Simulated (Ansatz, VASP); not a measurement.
CdO2: VASP beside Ansatz

```xyz
3
Lattice="3.4762 0.0000 0.0000 -1.7381 3.0105 0.0000 0.0000 0.0000 4.1481" Properties=species:S:1:pos:R:3 pbc="T T T"
Cd    0.0000    0.0000    0.0000
O     1.7381    1.0035    3.1350
O     0.0000    2.0070    1.0130
```

Alike in both runs: task single point; functional r2SCAN; dispersion D3(BJ); k mesh 6 × 6 × 5; occupations gaussian, width 0.02 eV; collinear spin.

```csv
,VASP,Ansatz
version,VASP 6.6.1,Ansatz 0.2.0
potentials or method,"VASP PAW PBE potentials, release 64 (Cd, O), cutoff 520 eV","plane waves, PAW"
valence electrons in the cell,24,32
```

|  | VASP | Ansatz | Ansatz less VASP |
| --- | --- | --- | --- |
| net moment per atom (μB) | 0.67 | 0.67 | 0.000 |
| size of the moment on the site where the two differ most (μB) | 0.85 | 0.95 | +0.094 |

VASP's potentials were made for PBE, not for r2SCAN. Site moments also hang on the region over which each program counts them. VASP's potentials hold 24 valence electrons a cell and Ansatz's 32, so a difference there can come from the potentials and not from the codes. Ansatz's warnings: dispersion damping borrowed, no starting moments.
